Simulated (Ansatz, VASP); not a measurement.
**Li in VASP and in Ansatz**

File INCAR:

```
SYSTEM = Li
ALGO = Normal
EDIFF = 1E-7
EDIFFG = -0.005
ENCUT = 600
GGA = PE
IBRION = 2
ISIF = 3
ISMEAR = 0
LASPH = .TRUE.
LCHARG = .FALSE.
LREAL = .FALSE.
LWAVE = .FALSE.
NELM = 80
NSW = 100
PREC = Accurate
SIGMA = 0.1
```

KPOINTS

```
k-points
0
G
  18 18 8
  0 0 0
```

POSCAR

```
Li
1.0
    3.0147964037      0.0000000000      0.0000000000
   -1.5073982019      2.6108902729      0.0000000000
    0.0000000000      0.0000000000      5.1083222000
Li
2
Direct
    0.3333333300      0.6666666700      0.2500000000
    0.6666666700      0.3333333300      0.7500000000
```

Input for Ansatz:

```yaml
crystal:
  lattice:
    - [3.0147964037, 0.0, 0.0]
    - [-1.5073982019, 2.6108902729, 0.0]
    - [0.0, 0.0, 5.1083222]
  atoms:
    - { symbol: Li, position: [0.33333333, 0.66666667, 0.25] }
    - { symbol: Li, position: [0.66666667, 0.33333333, 0.75] }
basis:
  ecutwfc: 420
kpoints:
  mp_grid: { grid: [18, 18, 8] }
hamiltonian:
  xc: pbe
scf:
  occupations: { method: gaussian, width: 0.1 }
output:
  forces: true
  stress: true
  eigenvalues: true
relax:
  adjacent_minimum: "off"
  f_tol: 0.005
  max_steps: 80
  cell: { stress_tol: 0.05 }
```

Alike in both runs: task relaxation of cell and atoms; functional PBE; k mesh 18 × 18 × 8; occupations gaussian, width 0.1 eV; no spin polarisation.

|  | VASP | Ansatz |
| --- | --- | --- |
| version | VASP 6.6.1 | Ansatz 0.2.0 |
| potentials or method | VASP PAW PBE potentials, release 64 (Li_sv), cutoff 600 eV | scalar-relativistic, plane waves, PAW |
| valence electrons in the cell | 6 | 6 |

|  | VASP | Ansatz | Ansatz less VASP |
| --- | --- | --- | --- |
| gap on the k mesh at the Fermi level, each at its own relaxed structure (eV) | none | none | - |
| relaxed volume (Å³/atom) | 20.02 | 20.21 | +0.192 |
| relaxed cell length with the largest relative difference (Å) | 5.002 | 5.028 | +0.0265 |

A gap of «none» marks a metal or a gap that the smearing closes.

Noted on VASP's run: the cutoff is short for stress, so the pressure is rough.
